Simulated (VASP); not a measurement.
Ir, 2 atoms in the cell. Symmetry: P6_3/mmc, No. 194, hexagonal system. Conventional cell: a = 2.748 Å, b = 2.748 Å, c = 4.527 Å, α = 90.00°, β = 90.00°, γ = 120.00°. Within 3.6 Å of Ir (site symmetry -6m2) lie 12 Ir at 2.75 to 2.76 Å. 

| Item | Value |
| --- | --- |
| Program | VASP 6.6.1 |
| Task | single point |
| Functional | PBE |
| Potentials or basis | VASP PAW PBE potentials, release 64 (Ir) |
| Cutoff | 520 eV |
| k mesh | 18 × 18 × 10 |
| Occupations | gaussian, width 0.15 eV |
| Spin | no spin polarisation |
| Dipole correction | no |
| Further INCAR settings | ALGO = Normal; EDIFF = 1e-07; NBANDS = 16 |

Potentials or basis: VASP PAW PBE potentials, release 64 (Ir).

Command:

```sh
$ cat potpaw_PBE.64/Ir/POTCAR > POTCAR
$ mpirun -np 1 vasp_std > vasp.out
```

Hardware: 1 thread of Intel(R) Xeon(R) 6975P-C (Granite Rapids) (shared host).

Q: Estimate the wall time of this run.

A: It took 35 s on 1 thread of Intel(R) Xeon(R) 6975P-C (Granite Rapids), on a shared host, peak memory 0.21 GiB. Counts: scf iterations 13, k points 222.
